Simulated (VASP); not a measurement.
Write the native input for VASP 6.6.1 that does the following.

```yaml
Task: relaxation of cell and atoms
Functional: PBE
Potentials_or_basis: VASP PAW PBE potentials, release 64 (Na_pv, Hf_pv, O)
Cutoff: 600 eV
k_mesh: 14 × 14 × 12
Occupations: gaussian, width 0.1 eV
Spin: no spin polarisation
Dipole_correction: no
Further_INCAR_settings: ALGO = Normal; EDIFF = 1e-06; IBRION = 2; EDIFFG = -0.01; NSW = 100; ISIF = 3
```

The structure of NaHfO lies in POSCAR:

```
NaHfO
1.0
    3.4834407258      0.0000000000      0.0000000000
    0.0000000000      3.4834407258      0.0000000000
    0.0000000000      0.0000000000      4.1495640103
Na Hf O
1 1 1
Direct
    0.0000000000      0.0000000000      0.0000000000
    0.5000000000      0.5000000000      0.5000000000
    0.5000000000      0.5000000000      0.0000000000
```

One way to write it, as run:

INCAR

```
PREC = Accurate
ENCUT = 600
EDIFF = 1E-6
ISMEAR = 0
SIGMA = 0.1
LREAL = F
LASPH = T
NELM = 80
ALGO = Normal
ISIF = 3
LWAVE = F
LCHARG = F
GGA = PE
IBRION = 2
NSW = 100
EDIFFG = -0.01
```

KPOINTS

```
Automatic mesh
0
Gamma
  14 14 12
```

Potentials or basis: VASP PAW PBE potentials, release 64 (Na_pv, Hf_pv, O).

Launch:

```console
$ cat potpaw_PBE.64/Na_pv/POTCAR potpaw_PBE.64/Hf_pv/POTCAR potpaw_PBE.64/O/POTCAR > POTCAR
$ mpirun -np 1 vasp_std > vasp.out
```

Results of the run:

```json
{
 "Relaxed volume": "16.83 Å³/atom",
 "Relaxed cell": "a = 3.497 Å, b = 3.497 Å, c = 4.129 Å, α = 90.00°, β = 90.00°, γ = 90.00°",
 "Space group after relaxing (to 0.05 Å)": "P4/mmm (No. 123)",
 "Energy gained by relaxing": "0.5 meV/atom",
 "Ionic steps": "5",
 "Pressure after relaxing": "0.0 GPa"
}
```

Caveat: an odd number of electrons without spin polarisation forces a metal; a magnetic or distorted state may lie lower.

Wall time 5 min on 1 thread of AMD EPYC 9R45 96-Core Processor (Zen 5), on a shared host, peak memory 0.36 GiB.
